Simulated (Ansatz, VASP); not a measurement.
## Ag in VASP and in Ansatz

Contents of INCAR:

```
PREC = Accurate
ENCUT = 600
EDIFF = 1E-6
ISMEAR = 0
SIGMA = 0.1
LREAL = False
LASPH = True
NELM = 100
ALGO = Fast
ISIF = 3
LWAVE = False
LCHARG = False
GGA = PS
IBRION = 2
NSW = 100
EDIFFG = -0.01
```

Contents of KPOINTS:

```
Automatic mesh
0
Gamma
  12 12 16
```

POSCAR

```
Ag
1.0
    4.6569077874      0.0000000000      0.0000000000
   -2.3284538937      4.0330004469      0.0000000000
    0.0000000000      0.0000000000      2.7218625350
Ag
3
Direct
    0.0000000000      0.0000000000      0.0000000000
    0.3333333333      0.6666666667      0.5000000000
    0.6666666667      0.3333333333      0.5000000000
```

Input for Ansatz:

```yaml
crystal:
  lattice:
    - [4.6569077874, 0.0, 0.0]
    - [-2.3284538937, 4.0330004469, 0.0]
    - [0.0, 0.0, 2.721862535]
  atoms:
    - { symbol: Ag, position: [0.0, 0.0, 0.0] }
    - { symbol: Ag, position: [0.3333333333, 0.6666666667, 0.5] }
    - { symbol: Ag, position: [0.6666666667, 0.3333333333, 0.5] }
basis:
  ecutwfc: 420
kpoints:
  mp_grid: { grid: [12, 12, 16] }
hamiltonian:
  xc: pbesol
scf:
  occupations: { method: gaussian, width: 0.1 }
output:
  forces: true
  stress: true
  eigenvalues: true
relax:
  adjacent_minimum: "off"
  f_tol: 0.01
  max_steps: 80
  cell: { stress_tol: 0.05 }
```

Alike in both runs: task relaxation of cell and atoms; functional PBEsol; k mesh 12 × 12 × 16; occupations gaussian, width 0.1 eV; no spin polarisation.

|  | VASP | Ansatz |
| --- | --- | --- |
| version | VASP 6.6.1 | Ansatz 0.2.0 |
| potentials or method | VASP PAW PBE potentials, release 64 (Ag), cutoff 600 eV | scalar-relativistic, plane waves, PAW |
| valence electrons in the cell | 33 | 57 |

```csv
,VASP,Ansatz,Ansatz less VASP
"gap on the k mesh at the Fermi level, each at its own relaxed structure (eV)",none,none,-
relaxed volume (Å³/atom),16.98,17.02,+0.037
relaxed cell length with the largest relative difference (Å),2.758,2.761,+0.0022
```

VASP's potentials were made for PBE, not for PBEsol. A gap of «none» marks a metal or a gap that the smearing closes. VASP's potentials hold 33 valence electrons a cell and Ansatz's 57, so a difference there can come from the potentials and not from the codes.
